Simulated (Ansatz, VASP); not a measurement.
# FeO in VASP and in Ansatz

```
Fe O
1.0
     1.47972    0.85432    2.41642
    -1.47972    0.85432    2.41642
     0.00000   -1.70864    2.41642
Fe O
1 1
Direct
  0.00000 0.00000 0.00000
  0.50000 0.50000 0.50000
```

Alike in both runs: functional LDA; k mesh 18 × 18 × 18; occupations gaussian, width 0.1 eV; collinear spin.

Ansatz relaxed the structure, and its values are those at the end. VASP's run is a single point on that final structure, the one shown.

```csv
,VASP,Ansatz
version,VASP 6.6.1,Ansatz 0.2.0
potentials or method,"VASP PAW LDA potentials, release 64 (Fe, O), cutoff 520 eV","scalar-relativistic, plane waves, PAW"
valence electrons in the cell,14,22
```

|  | VASP | Ansatz | Ansatz less VASP |
| --- | --- | --- | --- |
| gap on the k mesh at the Fermi level (eV) | none | none | - |
| pressure (GPa) | -1.7 | 0.0 | +1.67 |
| net moment per atom (μB) | 1.87 | 1.95 | +0.072 |
| size of the moment on the site where the two differ most (μB) | 3.38 | 3.31 | -0.077 |

LDA's correlation is that of Perdew and Zunger in VASP and of Perdew and Wang (1992) in Ansatz. Site moments also hang on the region over which each program counts them. A gap of «none» marks a metal or a gap that the smearing closes. VASP's potentials hold 14 valence electrons a cell and Ansatz's 22, so a difference there can come from the potentials and not from the codes.
